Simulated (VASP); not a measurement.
# ZnS (F-43m) in VASP: further runs

The runs below take ZnS through relaxation of cell and atoms, with RPBE+D3(BJ), PBEsol+D3(BJ).

All numbers are computed with VASP 6.6.1; they aren't measurements. Logs are shortened: lines on timing, memory, paths and dates and some standing lists are left out, and cuts for length are marked.

### Step 1. The cell of the first run

It takes space group F-43m (No. 216, cubic). The conventional cell has a = 5.404 Å, b = 5.404 Å, c = 5.404 Å, α = 90.00°, β = 90.00°, γ = 90.00°. Zn (site symmetry -43m) has 4 S at 2.34 Å within 3.1 Å. Within 3.1 Å of S (site symmetry -43m) lie 4 Zn at 2.34 Å.

### Step 2. Relaxation of cell and atoms, RPBE+D3(BJ)

INCAR reads:

```
ALGO = Normal
EDIFF = 1E-7
EDIFFG = -0.005
ENCUT = 600
GGA = RP
IBRION = 2
ISIF = 3
ISMEAR = -1
IVDW = 12
LASPH = T
LCHARG = F
LREAL = F
LWAVE = F
NELM = 80
NSW = 80
PREC = Accurate
SIGMA = 0.05
```

KPOINTS reads:

```
k-points
0
Gamma
  9 9 9
```

POSCAR reads:

```
ZnS
1.0
    0.0000000000      2.7020000000      2.7020000000
    2.7020000000      0.0000000000      2.7020000000
    2.7020000000      2.7020000000      0.0000000000
Zn S
1 1
Direct
    0.7500000000      0.7500000000      0.7500000000
    0.0000000000      0.0000000000      0.0000000000
```

Potentials or basis: VASP PAW PBE potentials, release 64 (Zn, S).

Started as:

```bash
$ cat potpaw_PBE.64/Zn/POTCAR potpaw_PBE.64/S/POTCAR > POTCAR
$ mpirun -np 1 vasp_std > vasp.out
```

OUTCAR:

```text
EDIFF = 1E-7
   EDIFFG = -0.005
   ENCUT = 600
   GGA = RP
   IBRION = 2
   ISIF = 3
   ISMEAR = -1
   IVDW = 12
   LASPH = T
   LREAL = F
   NELM = 80
   NSW = 80
   PREC = Accurate
 IVDW          = 12

 ion  position               nearest neighbor table
   1  0.750  0.750  0.750-   2 2.34   2 2.34   2 2.34   2 2.34
   2  0.000  0.000  0.000-   1 2.34   1 2.34   1 2.34   1 2.34

  LATTYP: Found a face centered cubic cell.
 ALAT       =     5.4040000000

  Lattice vectors:

 A1 = (   0.0000000000,   2.7020000000,   2.7020000000)
 A2 = (   2.7020000000,   0.0000000000,   2.7020000000)
 A3 = (   2.7020000000,   2.7020000000,   0.0000000000)

Analysis of symmetry for initial positions (statically):
=====================================================================
 Subroutine PRICEL returns:
 Original cell was already a primitive cell.

 Routine SETGRP: Setting up the symmetry group for a
 face centered cubic supercell.

 Subroutine GETGRP returns: Found 24 space group operations
 (whereof 24 operations were pure point group operations)
 out of a pool of 48 trial point group operations.

The static configuration has the point symmetry T_d .

Analysis of symmetry for dynamics (positions and initial velocities):
=====================================================================
 Subroutine PRICEL returns:
 Original cell was already a primitive cell.

 Routine SETGRP: Setting up the symmetry group for a
 face centered cubic supercell.

 Subroutine GETGRP returns: Found 24 space group operations
 (whereof 24 operations were pure point group operations)
 out of a pool of 48 trial point group operations.

The dynamic configuration has the point symmetry T_d .

 Subroutine INISYM returns: Found 24 space group operations
 (whereof 24 operations are pure point group operations),
 and found     1 'primitive' translations

----------------------------------------------------------------------------------------

                                     Primitive cell

  volume of cell :      39.4535

  direct lattice vectors                    reciprocal lattice vectors
     0.000000000  2.702000000  2.702000000    -0.185048113  0.185048113  0.185048113
     2.702000000  0.000000000  2.702000000     0.185048113 -0.185048113  0.185048113
     2.702000000  2.702000000  0.000000000     0.185048113  0.185048113 -0.185048113

  length of vectors
     3.821205046  3.821205046  3.821205046     0.320512733  0.320512733  0.320512733

  position of ions in fractional coordinates (direct lattice)
     0.750000000  0.750000000  0.750000000
     0.000000000  0.000000000  0.000000000

  ion indices of the primitive-cell ions
   primitive index   ion index
                 1           1
                 2           2

----------------------------------------------------------------------------------------

 KPOINTS: k-points

Automatic generation of k-mesh.
 Grid dimensions read from file:
 generate k-points for:    9    9    9

 Generating k-lattice:

  Cartesian coordinates                     Fractional coordinates (reciprocal lattice)
    -0.020560901  0.020560901  0.020560901     0.111111111  0.000000000  0.000000000
     0.020560901 -0.020560901  0.020560901     0.000000000  0.111111111  0.000000000
     0.020560901  0.020560901 -0.020560901     0.000000000  0.000000000  0.111111111

  Length of vectors
     0.035612526  0.035612526  0.035612526

  Shift w.r.t. Gamma in fractional coordinates (k-lattice)
     0.000000000  0.000000000  0.000000000

 Subroutine IBZKPT returns following result:
 ===========================================

 Found     35 irreducible k-points:

 Following reciprocal coordinates:
            Coordinates               Weight
  0.000000  0.000000  0.000000      1.000000
  0.111111  0.000000  0.000000      8.000000
  0.222222  0.000000  0.000000      8.000000
  0.333333  0.000000  0.000000      8.000000
  0.444444  0.000000  0.000000      8.000000
  0.111111  0.111111  0.000000      6.000000
[... 16 lines left out ...]
 -0.333333  0.333333  0.000000     12.000000
  0.444444  0.444444  0.000000      6.000000
 [... further k-points ...]
   k-points           NKPTS =     35   k-points in BZ     NKDIM =     35   number of bands    NBANDS=     13
   number of dos      NEDOS =    301   number of ions     NIONS =      2
   total plane-waves  NPLWV =  32768
   dimension x,y,z NGX =    32 NGY =   32 NGZ =   32
   dimension x,y,z NGXF=    64 NGYF=   64 NGZF=   64
   ions per type =               1   1
   NGX,Y,Z   is equivalent  to a cutoff of  13.92, 13.92, 13.92 a.u.
   NGXF,Y,Z  is equivalent  to a cutoff of  27.84, 27.84, 27.84 a.u.
 SYSTEM =  unknown system
   PREC   = accura    normal or accurate (medium, high low for compatibility)
   ISTART =      0    job   : 0-new  1-cont  2-samecut
   ICHARG =      2    charge: 1-file 2-atom 10-const
   ISPIN  =      1    spin polarized calculation?
   LNONCOLLINEAR =      F non collinear calculations
   LSORBIT =      F    spin-orbit coupling
   LASPH  =      T    aspherical Exc in radial PAW
   ENCUT  =  600.0 eV  44.10 Ry    6.64 a.u.   7.63  7.63  7.63*2*pi/ulx,y,z
   NELM   =     80;   NELMIN=  2; NELMDL= -5     # of ELM steps
   EDIFF  = 0.1E-06   stopping-criterion for ELM
   LREAL  =      F    real-space projection
   EDIFFG = -.5E-02   stopping-criterion for IOM
   NSW    =     80    number of steps for IOM
   IBRION =      2    ionic relax: 0-MD 1-quasi-New 2-CG
   NFREE  =      1    steps in history (QN), initial steepest desc. (CG)
   ISIF   =      3    stress and relaxation
   ISYM   =      2    0-nonsym 1-usesym 2-fastsym
   POTIM  = 0.5000    time-step for ionic-motion
   TEBEG  =    0.0;   TEEND  =   0.0 temperature during run
   PSTRESS=    0.0 pullay stress
   NELECT =      18.0000    total number of electrons
   NUPDOWN=      -1.0000    fix difference up-down
   EMIN   =  10.00;   EMAX   =-10.00  energy-range for DOS
   EFERMI =   0.00;   METHOD = LEGACY
   ISMEAR =    -1;   SIGMA  =   0.05  broadening in eV -4-tet -1-fermi 0-gaus
   EFERMI_NEDOS =   21; number of points for ismear=-14 and -15
   IALGO  =     38    algorithm
   IMIX   =      4    mixing-type and parameters
     AMIX     =   0.40;   BMIX     =  1.00
     AMIX_MAG =   1.60;   BMIX_MAG =  1.00
  volume/ion in A,a.u.               =      19.73       133.12
  Fermi-wavevector in a.u.,A,eV,Ry     =   1.260290  2.381602 21.610537  1.588330
  Thomas-Fermi vector in A             =   2.393807
   LORBIT       =      0    0 simple, 1 ext, 2 COOP (PROOUT), +10 PAW based schemes
   GGA     = RP    functional components
   LHFCALC =     F    Hartree Fock is set to
   AEXX    =    0.0000 exact exchange contribution
   IVDW    =    12    specifies the selected vdW correction
   LEPSILON=     F    determine dielectric tensor
   LRPA    =     F    only Hartree local field effects (RPA)
 conjugate gradient relaxation of ions
 non-spin polarized calculation
  energy-cutoff  :      600.00
  volume of cell :       39.45
 maximum number of plane-waves:      1363
   NGX = 15   NGY = 15   NGZ = 15

--------------------------------------- Ionic step        1  -------------------------------------------

 number of electron      17.9999998 magnetization

 Free energy of the ion-electron system (eV)
  ---------------------------------------------------
  ext. energy  EPLUGINS =         0.00000000
  ---------------------------------------------------
  free energy    TOTEN  =        -6.17365155 eV

  energy without entropy =       -6.17365155  energy(sigma->0) =       -6.17365155

------------------------ aborting loop because EDIFF is reached ----------------------------------------

 Edisp (eV)   -2.22264

 E8    (eV) :    -1.2678

  FORCE on cell =-STRESS in cart. coord.  units (eV):
  Direction    XX          YY          ZZ          XY          YZ          ZX
  --------------------------------------------------------------------------------------
  -------------------------------------------------------------------------------------
  Total      -1.43782    -1.43782    -1.43782     0.00000     0.00000     0.00000
  in kB     -58.38881   -58.38881   -58.38881     0.00000     0.00000     0.00000
  external pressure =      -58.39 kB  Pullay stress =        0.00 kB
[... 61 lines left out ...]
  energy  without entropy=       -8.4524299364  energy(sigma->0) =       -8.45242994

--------------------------------------- Ionic step        3  -------------------------------------------

 number of electron      18.0000006 magnetization

 Free energy of the ion-electron system (eV)
  ---------------------------------------------------
  ext. energy  EPLUGINS =         0.00000000
  ---------------------------------------------------
  free energy    TOTEN  =        -6.01691920 eV

  energy without entropy =       -6.01691920  energy(sigma->0) =       -6.01691920

 E-fermi :   4.0007     XC(G=0):  -9.8230

 val. band max:        3.0278174602   @ k =   0.0000   0.0000   0.0000
 cond. band min:       5.6749923945   @ k =   0.0000   0.0000   0.0000
 fundamental gap:      2.6471749343
 Fermi energy:         4.0006846993

 k-point     1 :       0.0000    0.0000    0.0000
  band No.  band energies     occupation
      1     -10.7118      2.00000
      2      -3.6366      2.00000
      3      -3.6366      2.00000
      4      -3.6366      2.00000
      5      -3.0289      2.00000
      6      -3.0289      2.00000
      7       3.0278      2.00000
      8       3.0278      2.00000
      9       3.0278      2.00000
     10       5.6750      0.00000
     11       9.3971      0.00000
     12       9.3971      0.00000
     13       9.3971      0.00000
[... 353 lines left out ...]
 k-point    24 :       0.4444    0.4444    0.0000
  band No.  band energies     occupation
      1      -9.3243      2.00000
      2      -3.7465      2.00000
      3      -3.2394      2.00000
      4      -3.2394      2.00000
      5      -2.9371      2.00000
      6      -2.8562      2.00000
      7      -1.6252      2.00000
      8       0.5701      2.00000
      9       0.5701      2.00000
     10       6.4245      0.00000
     11       7.2265      0.00000
     12      14.5044      0.00000
     13      15.1146      0.00000

 [... further k-points ...]

------------------------ aborting loop because EDIFF is reached ----------------------------------------

 Edisp (eV)   -2.44081

 E8    (eV) :    -1.3898

  FORCE on cell =-STRESS in cart. coord.  units (eV):
  Direction    XX          YY          ZZ          XY          YZ          ZX
  --------------------------------------------------------------------------------------
  -------------------------------------------------------------------------------------
  Total       0.00702     0.00702     0.00702     0.00000     0.00000    -0.00000
  in kB       0.30971     0.30971     0.30971     0.00000     0.00000    -0.00000
  external pressure =        0.31 kB  Pullay stress =        0.00 kB
[... 17 lines left out ...]
  FREE ENERGIE OF THE ION-ELECTRON SYSTEM (eV)
  ---------------------------------------------------
  free  energy   TOTEN  =        -8.4577289793 eV

  energy  without entropy=       -8.4577289793  energy(sigma->0) =       -8.45772898

 reached required accuracy - stopping structural energy minimisation
```

Run time: 99 s. Hardware: 1 thread of Intel Xeon 8259CL, shared host; peak memory 0.21 GiB.

Results:

| Property | Result |
| --- | --- |
| Free energy | -8.4577 eV |
| Relaxed volume | 18.16 Å³/atom |
| Relaxed cell | a = 3.717 Å, b = 3.717 Å, c = 3.717 Å, α = 60.00°, β = 60.00°, γ = 60.00° |
| Space group after relaxing (to 0.05 Å) | F-43m (No. 216) |
| Energy gained by relaxing | 30.7 meV/atom |
| Ionic steps | 3 |
| Pressure after relaxing | 0.0 GPa |
| Band gap on the k mesh | 2.65 eV, direct |
| Dispersion energy per atom | -1.220 eV |

Step by step:
```tsv
step	energy change (eV)	largest force (eV/Å)	pressure (GPa)	volume (Å³)
1	0.0000	0.0000	-5.84	39.45
2	-0.0561	0.0000	2.07	35.49
3	-0.0614	0.0000	0.03	36.32
```

Final structure:
```yaml
crystal:
  lattice:
    - [0.00000, 2.62845, 2.62845]
    - [2.62845, 0.00000, 2.62845]
    - [2.62845, 2.62845, 0.00000]
  atoms:
    - { symbol: Zn, position: [0.75000, 0.75000, 0.75000] }
    - { symbol: S, position: [0.00000, 0.00000, 0.00000] }
```

Levels at points of the mesh, in eV from the valence-band top:
```tsv
k point	band 7	band 8	band 9	band 10	band 11	band 12
(0.00, 0.00, 0.00)	0.00	0.00	0.00	2.65	6.37	6.37
```

Caveat: the PAW data sets were made with another functional, which shifts forces and pressure a little. RPBE gaps usually lie below the measured ones, often by a third to a half.

### Step 3. Relaxation of cell and atoms, PBEsol+D3(BJ)

INCAR reads:

```
PREC = Accurate ; ENCUT = 600
EDIFF = 1E-6 ; ISMEAR = -1
SIGMA = 0.05 ; LREAL = False
LASPH = True ; NELM = 80
ALGO = Normal ; ISIF = 3
LWAVE = False ; LCHARG = False
GGA = PS ; IVDW = 12
IBRION = 2 ; NSW = 80
EDIFFG = -0.005
```

KPOINTS reads:

```
regular mesh
0
Gamma
  9 9 9
```

POSCAR is that of step 2.

Potentials or basis: VASP PAW PBE potentials, release 64 (Zn, S).

Started as:

```bash
$ cat potpaw_PBE.64/Zn/POTCAR potpaw_PBE.64/S/POTCAR > POTCAR
$ mpirun -np 1 vasp_std > vasp.out
```

It took 58 s on 1 thread of Intel Xeon 8259CL, shared host; peak memory 0.2 GiB.

It converged, with:

```yaml
Free_energy: -8.1273 eV
Relaxed_volume: 18.74 Å³/atom
Relaxed_cell: a = 3.756 Å, b = 3.756 Å, c = 3.756 Å, α = 60.00°, β = 60.00°, γ = 60.00°
Space_group_after_relaxing_to_0.05_Å: F-43m (No. 216)
Energy_gained_by_relaxing: 12.5 meV/atom
Ionic_steps: 3
Pressure_after_relaxing: 0.0 GPa
Band_gap_on_the_k_mesh: 2.20 eV, direct
Dispersion_energy_per_atom: -0.273 eV
```

Step by step:
| step | energy change (eV) | largest force (eV/Å) | pressure (GPa) | volume (Å³) |
| --- | --- | --- | --- | --- |
| 1 | 0.0000 | 0.0000 | -3.82 | 39.45 |
| 2 | -0.0221 | 0.0000 | 1.66 | 36.83 |
| 3 | -0.0251 | 0.0000 | 0.01 | 37.47 |

Final structure:
```xyz
2
Lattice="0.0000 2.6560 2.6560 2.6560 0.0000 2.6560 2.6560 2.6560 0.0000" Properties=species:S:1:pos:R:3 pbc="T T T"
Zn    3.9840    3.9840    3.9840
S     0.0000    0.0000    0.0000
```

Levels at points of the mesh, in eV from the valence-band top:
```csv
k point,band 5,band 6,band 7,band 8,band 9,band 10,band 11,band 12,band 13
"(0.00, 0.00, 0.00)",-6.03,-6.03,0.00,0.00,0.00,2.20,6.27,6.27,6.27
```

Caveat: the PAW data sets were made with another functional, which shifts forces and pressure a little. Expect the measured gap to be larger: semilocal functionals such as PBEsol lack the derivative discontinuity.
